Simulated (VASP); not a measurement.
# TiB (F-43m) in VASP: a series of runs

Runs on TiB. Level: PBEsol. Tasks: single point, relaxation of cell and atoms.

All numbers are computed with VASP 6.6.1; they aren't measurements. Logs are shortened: lines on timing, memory, paths and dates and some standing lists are left out, and cuts for length are marked.

## Step 1: The cell of the first run

It takes space group F-43m (No. 216, cubic). The conventional cell has a = 4.914 Å, b = 4.914 Å, c = 4.914 Å, α = 90.00°, β = 90.00°, γ = 90.00°. Ti (site symmetry -43m) has 4 B at 2.13 Å within 2.8 Å. Within 2.8 Å of B (site symmetry -43m) lie 4 Ti at 2.13 Å.

## Step 2: Single point, PBEsol

INCAR

```
SYSTEM = TiB
PREC = Accurate
ENCUT = 520
EDIFF = 1E-6
ISMEAR = -1
SIGMA = 0.15
LREAL = .False.
LASPH = .True.
NELM = 60
ALGO = Normal
ISIF = 2
LWAVE = .False.
LCHARG = .False.
GGA = PS
NBANDS = 14
```

KPOINTS

```
Automatic mesh
0
Gamma
  14 14 14
  0 0 0
```

POSCAR

```
TiB
1.0
    0.0000000000      2.4568284199      2.4568284199
    2.4568284199      0.0000000000      2.4568284199
    2.4568284199      2.4568284199      0.0000000000
Ti B
1 1
Direct
    0.7500000000      0.7500000000      0.7500000000
    0.0000000000      0.0000000000      0.0000000000
```

Potentials or basis: VASP PAW PBE potentials, release 64 (Ti_sv, B).

Launch:

```
> cat potpaw_PBE.64/Ti_sv/POTCAR potpaw_PBE.64/B/POTCAR > POTCAR
> mpirun -np 1 vasp_std > vasp.out
```

OUTCAR:

```text
SYSTEM = TiB
   PREC = Accurate
   ENCUT = 520
   EDIFF = 1E-6
   ISMEAR = -1
   LREAL = .False.
   LASPH = .True.
   NELM = 60
   ISIF = 2
   GGA = PS

 ion  position               nearest neighbor table
   1  0.750  0.750  0.750-   2 2.13   2 2.13   2 2.13   2 2.13
   2  0.000  0.000  0.000-   1 2.13   1 2.13   1 2.13   1 2.13

  LATTYP: Found a face centered cubic cell.
 ALAT       =     4.9136568398

  Lattice vectors:

 A1 = (   0.0000000000,   2.4568284199,   2.4568284199)
 A2 = (   2.4568284199,   0.0000000000,   2.4568284199)
 A3 = (   2.4568284199,   2.4568284199,   0.0000000000)

Analysis of symmetry for initial positions (statically):
=====================================================================
 Subroutine PRICEL returns:
 Original cell was already a primitive cell.

 Routine SETGRP: Setting up the symmetry group for a
 face centered cubic supercell.

 Subroutine GETGRP returns: Found 24 space group operations
 (whereof 24 operations were pure point group operations)
 out of a pool of 48 trial point group operations.

The static configuration has the point symmetry T_d .

Analysis of symmetry for dynamics (positions and initial velocities):
=====================================================================
 Subroutine PRICEL returns:
 Original cell was already a primitive cell.

 Routine SETGRP: Setting up the symmetry group for a
 face centered cubic supercell.

 Subroutine GETGRP returns: Found 24 space group operations
 (whereof 24 operations were pure point group operations)
 out of a pool of 48 trial point group operations.

The dynamic configuration has the point symmetry T_d .

 Subroutine INISYM returns: Found 24 space group operations
 (whereof 24 operations are pure point group operations),
 and found     1 'primitive' translations

----------------------------------------------------------------------------------------

                                     Primitive cell

  volume of cell :      29.6589

  direct lattice vectors                    reciprocal lattice vectors
     0.000000000  2.456828420  2.456828420    -0.203514416  0.203514416  0.203514416
     2.456828420  0.000000000  2.456828420     0.203514416 -0.203514416  0.203514416
     2.456828420  2.456828420  0.000000000     0.203514416  0.203514416 -0.203514416

  length of vectors
     3.474480072  3.474480072  3.474480072     0.352497308  0.352497308  0.352497308

  position of ions in fractional coordinates (direct lattice)
     0.750000000  0.750000000  0.750000000
     0.000000000  0.000000000  0.000000000

  ion indices of the primitive-cell ions
   primitive index   ion index
                 1           1
                 2           2

----------------------------------------------------------------------------------------

 KPOINTS: Automatic mesh

Automatic generation of k-mesh.
 Grid dimensions read from file:
 generate k-points for:   14   14   14

 Generating k-lattice:

  Cartesian coordinates                     Fractional coordinates (reciprocal lattice)
    -0.014536744  0.014536744  0.014536744     0.071428571  0.000000000  0.000000000
     0.014536744 -0.014536744  0.014536744     0.000000000  0.071428571  0.000000000
     0.014536744  0.014536744 -0.014536744     0.000000000  0.000000000  0.071428571

  Length of vectors
     0.025178379  0.025178379  0.025178379

  Shift w.r.t. Gamma in fractional coordinates (k-lattice)
     0.000000000  0.000000000  0.000000000

 Subroutine IBZKPT returns following result:
 ===========================================

 Found    104 irreducible k-points:

 Following reciprocal coordinates:
            Coordinates               Weight
  0.000000  0.000000  0.000000      1.000000
  0.071429  0.000000  0.000000      8.000000
  0.142857  0.000000  0.000000      8.000000
  0.214286  0.000000  0.000000      8.000000
  0.285714  0.000000  0.000000      8.000000
  0.357143  0.000000  0.000000      8.000000
[... 16 lines left out ...]
  0.214286  0.142857  0.000000     24.000000
  0.285714  0.142857  0.000000     24.000000
 [... further k-points ...]
   k-points           NKPTS =    104   k-points in BZ     NKDIM =    104   number of bands    NBANDS=     14
   number of dos      NEDOS =    301   number of ions     NIONS =      2
   total plane-waves  NPLWV =  21952
   dimension x,y,z NGX =    28 NGY =   28 NGZ =   28
   dimension x,y,z NGXF=    56 NGYF=   56 NGZF=   56
   ions per type =               1   1
   NGX,Y,Z   is equivalent  to a cutoff of  13.40, 13.40, 13.40 a.u.
   NGXF,Y,Z  is equivalent  to a cutoff of  26.79, 26.79, 26.79 a.u.
 SYSTEM =  TiB
   PREC   = accura    normal or accurate (medium, high low for compatibility)
   ISTART =      0    job   : 0-new  1-cont  2-samecut
   ICHARG =      2    charge: 1-file 2-atom 10-const
   ISPIN  =      1    spin polarized calculation?
   LNONCOLLINEAR =      F non collinear calculations
   LSORBIT =      F    spin-orbit coupling
   LASPH  =      T    aspherical Exc in radial PAW
   ENCUT  =  520.0 eV  38.22 Ry    6.18 a.u.   6.46  6.46  6.46*2*pi/ulx,y,z
   NELM   =     60;   NELMIN=  2; NELMDL= -5     # of ELM steps
   EDIFF  = 0.1E-05   stopping-criterion for ELM
   LREAL  =      F    real-space projection
[... 7 lines left out ...]
   TEBEG  =    0.0;   TEEND  =   0.0 temperature during run
   PSTRESS=    0.0 pullay stress
   NELECT =      15.0000    total number of electrons
   NUPDOWN=      -1.0000    fix difference up-down
   EMIN   =  10.00;   EMAX   =-10.00  energy-range for DOS
   EFERMI =   0.00;   METHOD = LEGACY
   ISMEAR =    -1;   SIGMA  =   0.15  broadening in eV -4-tet -1-fermi 0-gaus
   EFERMI_NEDOS =   21; number of points for ismear=-14 and -15
   IALGO  =     38    algorithm
   IMIX   =      4    mixing-type and parameters
     AMIX     =   0.40;   BMIX     =  1.00
     AMIX_MAG =   1.60;   BMIX_MAG =  1.00
  volume/ion in A,a.u.               =      14.83       100.07
  Fermi-wavevector in a.u.,A,eV,Ry     =   1.304329  2.464824 23.147234  1.701274
  Thomas-Fermi vector in A             =   2.435272
   LORBIT       =      0    0 simple, 1 ext, 2 COOP (PROOUT), +10 PAW based schemes
   GGA     = PS    functional components
   LHFCALC =     F    Hartree Fock is set to
   AEXX    =    0.0000 exact exchange contribution
   IVDW    =     0    specifies the selected vdW correction
   LEPSILON=     F    determine dielectric tensor
   LRPA    =     F    only Hartree local field effects (RPA)
 non-spin polarized calculation
  energy-cutoff  :      520.00
  volume of cell :       29.66
 maximum number of plane-waves:       821
 NGX is ok and might be reduce to    28
   NGX = 13   NGY = 13   NGZ = 13

 number of electron      14.9999999 magnetization

 Free energy of the ion-electron system (eV)
  ---------------------------------------------------
  ext. energy  EPLUGINS =         0.00000000
  ---------------------------------------------------
  free energy    TOTEN  =       -13.89087818 eV

  energy without entropy =      -13.75944726  energy(sigma->0) =      -13.82516272

 E-fermi :   4.7588     XC(G=0): -10.6988

 val. band max:        4.7524477964   @ k =   0.3571   0.2857   0.0000
 cond. band min:       4.7909890348   @ k =  -0.3571   0.2857   0.0714
 fundamental gap:      0.0385412384
 Fermi energy:         4.7588150667

 k-point     1 :       0.0000    0.0000    0.0000
  band No.  band energies     occupation
      1     -51.1370      2.00000
      2     -27.4530      2.00000
      3     -27.4530      2.00000
      4     -27.4530      2.00000
      5      -3.0693      2.00000
      6       3.7185      1.99806
      7       3.7185      1.99806
      8       3.7185      1.99806
      9       6.9063      0.00000
     10       6.9063      0.00000
     11      13.0343      0.00000
     12      13.3792      0.00000
     13      13.3792      0.00000
     14      13.3792      0.00000

 k-point     2 :       0.0714    0.0000    0.0000
  band No.  band energies     occupation
      1     -51.1363      2.00000
      2     -27.4601      2.00000
      3     -27.4541      2.00000
      4     -27.4541      2.00000
      5      -2.9821      2.00000
      6       3.6483      1.99878
      7       3.7538      1.99754
      8       3.7538      1.99754
      9       6.8809      0.00000
     10       6.8809      0.00000
     11      12.9543      0.00000
     12      13.3164      0.00000
     13      13.3164      0.00000
     14      13.3437      0.00000

 k-point     3 :       0.1429    0.0000    0.0000
  band No.  band energies     occupation
      1     -51.1344      2.00000
      2     -27.4799      2.00000
      3     -27.4572      2.00000
      4     -27.4572      2.00000
      5      -2.7275      2.00000
      6       3.4587      1.99966
      7       3.8481      1.99540
      8       3.8481      1.99540
      9       6.8281      0.00000
     10       6.8281      0.00000
     11      12.2362      0.00000
     12      13.1207      0.00000
     13      13.1207      0.00000
     14      13.7579      0.00000

 k-point     4 :       0.2143    0.0000    0.0000
  band No.  band energies     occupation
      1     -51.1315      2.00000
      2     -27.5085      2.00000
      3     -27.4616      2.00000
      4     -27.4616      2.00000
      5      -2.3284      2.00000
      6       3.1983      1.99994
      7       3.9686      1.98975
      8       3.9686      1.98975
      9       6.8059      0.00000
     10       6.8059      0.00000
     11      11.1833      0.00000
     12      12.7858      0.00000
     13      12.7858      0.00000
     14      14.3697      0.00000

 k-point     5 :       0.2857    0.0000    0.0000
  band No.  band energies     occupation
      1     -51.1284      2.00000
      2     -27.5400      2.00000
      3     -27.4665      2.00000
      4     -27.4665      2.00000
      5      -1.8284      2.00000
      6       2.9182      1.99999
      7       4.0723      1.97964
      8       4.0723      1.97964
      9       6.8735      0.00000
     10       6.8735      0.00000
     11      10.0465      0.00000
[... 276 lines left out ...]
 k-point    22 :       0.1429    0.1429    0.0000
  band No.  band energies     occupation
      1     -51.1335      2.00000
      2     -27.4790      2.00000
      3     -27.4635      2.00000
      4     -27.4635      2.00000
      5      -2.6138      2.00000
      6       3.3487      1.99983
      7       3.9298      1.99207
      8       3.9298      1.99207
      9       6.5143      0.00002
     10       7.0339      0.00000
     11      12.5461      0.00000
     12      12.5461      0.00000
     13      12.9496      0.00000
     14      13.7192      0.00000

 k-point    23 :       0.2143    0.1429    0.0000
  band No.  band energies     occupation
      1     -51.1314      2.00000
      2     -27.4976      2.00000
      3     -27.4687      2.00000
      4     -27.4675      2.00000
      5      -2.3182      2.00000
      6       3.1613      1.99995
      7       4.0377      1.98380
      8       4.0544      1.98190
      9       6.3621      0.00005
     10       7.0861      0.00000
     11      11.7873      0.00000
     12      12.1267      0.00000
     13      12.7668      0.00000
     14      14.1179      0.00000

 k-point    24 :       0.2857    0.1429    0.0000
  band No.  band energies     occupation
      1     -51.1286      2.00000
      2     -27.5235      2.00000
      3     -27.4741      2.00000
      4     -27.4723      2.00000
      5      -1.8961      2.00000
      6       2.9555      1.99999
      7       4.1098      1.97392
      8       4.1877      1.95656
      9       6.3271      0.00006
     10       7.1521      0.00000
     11      10.6654      0.00000
     12      11.6746      0.00000
     13      12.4417      0.00000
     14      14.6890      0.00000

 [... further k-points ...]
[... 5 lines left out ...]
  --------------------------------------------------------------------------------------
  -------------------------------------------------------------------------------------
  Total        0.0006988      0.0006988      0.0006988      0.0000000      0.0000000     -0.0000000
  in kB        0.0377496      0.0377496      0.0377496      0.0000000      0.0000000     -0.0000000
  external PRESSURE =       0.0377496 kB  Pullay stress =       0.0000000 kB

 VOLUME and BASIS-vectors are now :
 -----------------------------------------------------------------------------
  energy-cutoff  :      520.00
  volume of cell :       29.66
      direct lattice vectors                 reciprocal lattice vectors
     0.000000000  2.456828420  2.456828420    -0.203514416  0.203514416  0.203514416
     2.456828420  0.000000000  2.456828420     0.203514416 -0.203514416  0.203514416
     2.456828420  2.456828420  0.000000000     0.203514416  0.203514416 -0.203514416

 POSITION                                       TOTAL-FORCE (eV/Angst)
 -----------------------------------------------------------------------------------
      3.68524      3.68524      3.68524        -0.000000      0.000000     -0.000000
      0.00000      0.00000      0.00000         0.000000     -0.000000      0.000000
 -----------------------------------------------------------------------------------
    total drift:                                0.000001      0.000001      0.000001

  FREE ENERGIE OF THE ION-ELECTRON SYSTEM (eV)
  ---------------------------------------------------
  free  energy   TOTEN  =       -13.8908781764 eV

  energy  without entropy=      -13.7594472568  energy(sigma->0) =      -13.82516272
```

Wall time 27 s (1 thread of Intel Xeon Platinum 8559C (Emerald Rapids), shared host); peak memory 0.18 GiB.

Results:

- Free energy: -13.8909 eV
- Pressure: 0.0 GPa

Caveat: the PAW data sets were made with another functional, which shifts forces and pressure a little.

## Step 3: Relaxation of cell and atoms, PBEsol

This run uses another cell than the first one, of 14.77 Å³/atom, 0.996 times its volume.

INCAR

```
  PREC = Accurate
  ENCUT = 600
  EDIFF = 1E-6
  ISMEAR = -1
  SIGMA = 0.15
  LREAL = False
  LASPH = True
  NELM = 100
  ALGO = Normal
  ISIF = 3
  LWAVE = False
  LCHARG = False
  GGA = PS
  IBRION = 2
  NSW = 80
  EDIFFG = -0.001
```

KPOINTS

```
Automatic mesh
0
Gamma
  14 14 14
```

POSCAR

```
TiB
1.0
    0.0000000000      2.4533420120      2.4533420120
    2.4533420120      0.0000000000      2.4533420120
    2.4533420120      2.4533420120      0.0000000000
Ti B
1 1
Direct
    0.7500000000      0.7500000000      0.7500000000
    0.0000000000      0.0000000000      0.0000000000
```

Potentials or basis: VASP PAW PBE potentials, release 64 (Ti_sv, B).

Launch:

```
> cat potpaw_PBE.64/Ti_sv/POTCAR potpaw_PBE.64/B/POTCAR > POTCAR
> mpirun -np 1 vasp_std > vasp.out
```

OUTCAR:

```text
PREC = Accurate
   ENCUT = 600
   EDIFF = 1E-6
   ISMEAR = -1
   LREAL = False
   LASPH = True
   NELM = 100
   ISIF = 3
   GGA = PS
   IBRION = 2
   NSW = 80
   EDIFFG = -0.001

 ion  position               nearest neighbor table
   1  0.750  0.750  0.750-   2 2.12   2 2.12   2 2.12   2 2.12
   2  0.000  0.000  0.000-   1 2.12   1 2.12   1 2.12   1 2.12

  LATTYP: Found a face centered cubic cell.
 ALAT       =     4.9066840240

  Lattice vectors:

 A1 = (   0.0000000000,   2.4533420120,   2.4533420120)
 A2 = (   2.4533420120,   0.0000000000,   2.4533420120)
 A3 = (   2.4533420120,   2.4533420120,   0.0000000000)

Analysis of symmetry for initial positions (statically):
=====================================================================
 Subroutine PRICEL returns:
 Original cell was already a primitive cell.

 Routine SETGRP: Setting up the symmetry group for a
 face centered cubic supercell.

 Subroutine GETGRP returns: Found 24 space group operations
 (whereof 24 operations were pure point group operations)
 out of a pool of 48 trial point group operations.

The static configuration has the point symmetry T_d .

Analysis of symmetry for dynamics (positions and initial velocities):
[... 168 lines left out ...]
  in kB        5.1597983      5.1597983      5.1597983     -0.0000000      0.0000000     -0.0000000
  external PRESSURE =       5.1597983 kB  Pullay stress =       0.0000000 kB
[... 59 lines left out ...]
--------------------------------------- Ionic step        3  -------------------------------------------

 number of electron      14.9999999 magnetization

 Free energy of the ion-electron system (eV)
  ---------------------------------------------------
  ext. energy  EPLUGINS =         0.00000000
  ---------------------------------------------------
  free energy    TOTEN  =       -13.89126257 eV

  energy without entropy =      -13.75972433  energy(sigma->0) =      -13.82549345

 E-fermi :   4.7539     XC(G=0): -10.6962

 val. band max:        4.7474013081   @ k =   0.3571   0.2857   0.0000
 cond. band min:       4.7859797134   @ k =  -0.3571   0.2857   0.0714
 fundamental gap:      0.0385784053
 Fermi energy:         4.7538974203

 k-point     1 :       0.0000    0.0000    0.0000
  band No.  band energies     occupation
      1     -51.1438      2.00000
      2     -27.4602      2.00000
      3     -27.4602      2.00000
      4     -27.4602      2.00000
      5      -3.0716      2.00000
      6       3.7143      1.99805
      7       3.7143      1.99805
      8       3.7143      1.99805
      9       6.8998      0.00000
     10       6.8998      0.00000
     11      13.0253      0.00000
[... 309 lines left out ...]
 k-point    24 :       0.2857    0.1429    0.0000
  band No.  band energies     occupation
      1     -51.1354      2.00000
      2     -27.5305      2.00000
      3     -27.4813      2.00000
      4     -27.4794      2.00000
      5      -1.8993      2.00000
      6       2.9516      1.99999
      7       4.1054      1.97384
      8       4.1831      1.95646
      9       6.3213      0.00006
     10       7.1453      0.00000
     11      10.6566      0.00000

 [... further k-points ...]
[... 5 lines left out ...]
  --------------------------------------------------------------------------------------
  -------------------------------------------------------------------------------------
  Total       -0.0015320     -0.0015320     -0.0015320      0.0000000      0.0000000      0.0000000
  in kB       -0.0827115     -0.0827115     -0.0827115      0.0000000      0.0000000      0.0000000
  external PRESSURE =      -0.0827115 kB  Pullay stress =       0.0000000 kB
[... 17 lines left out ...]
  FREE ENERGIE OF THE ION-ELECTRON SYSTEM (eV)
  ---------------------------------------------------
  free  energy   TOTEN  =       -13.8912625717 eV

  energy  without entropy=      -13.7597243314  energy(sigma->0) =      -13.82549345

 reached required accuracy - stopping structural energy minimisation
```

OSZICAR:

```text
N       E                     dE             d eps       ncg     rms          rms(c)
DAV:   1     0.111482324977E+03    0.11148E+03   -0.88298E+03  2288   0.163E+03
DAV:   2    -0.541094560588E+01   -0.11689E+03   -0.11407E+03  2306   0.378E+02
DAV:   3    -0.170134439337E+02   -0.11602E+02   -0.11145E+02  4146   0.105E+02
[... 25 lines left out ...]
DAV:   3    -0.138912302147E+02    0.11576E-03   -0.71638E-04  2787   0.285E-01    0.206E-02
DAV:   4    -0.138912397878E+02   -0.95731E-05   -0.13415E-04  2710   0.993E-02    0.175E-02
DAV:   5    -0.138912582293E+02   -0.18441E-04   -0.23506E-05  2813   0.425E-02    0.463E-03
DAV:   6    -0.138912617866E+02   -0.35573E-05   -0.14343E-05  3160   0.189E-02    0.488E-03
DAV:   7    -0.138912629180E+02   -0.11314E-05   -0.52854E-06  2368   0.284E-02    0.942E-03
DAV:   8    -0.138912625717E+02    0.34636E-06   -0.16648E-06  2231   0.184E-02
   3 F= -.13891263E+02 E0= -.13825493E+02  d E =-.230120E-03
```

It took 49 s on 1 thread of Intel Xeon Platinum 8559C (Emerald Rapids), shared host; peak memory 0.19 GiB.

What came out:

- Free energy: -13.8913 eV
- Relaxed volume: 14.84 Å³/atom
- Relaxed cell: a = 3.475 Å, b = 3.475 Å, c = 3.475 Å, α = 60.00°, β = 60.00°, γ = 60.00°
- Space group after relaxing (to 0.05 Å): F-43m (No. 216)
- Energy gained by relaxing: 0.1 meV/atom
- Ionic steps: 3
- Pressure after relaxing: 0.0 GPa

The path:
```tsv
step	energy change (eV)	largest force (eV/Å)	pressure (GPa)	volume (Å³)
1	0.0000	0.0000	0.52	29.53
2	-0.0002	0.0000	-0.20	29.74
3	-0.0002	0.0000	-0.01	29.68
```

Final structure:
```
Ti B
1.0
     0.00000    2.45732    2.45732
     2.45732    0.00000    2.45732
     2.45732    2.45732    0.00000
Ti B
1 1
Direct
  0.75000 0.75000 0.75000
  0.00000 0.00000 0.00000
```

Caveat: the PAW data sets were made with another functional, which shifts forces and pressure a little. Zero-point motion and thermal expansion aren't in these numbers.

(Continued in part 2 of 2.)
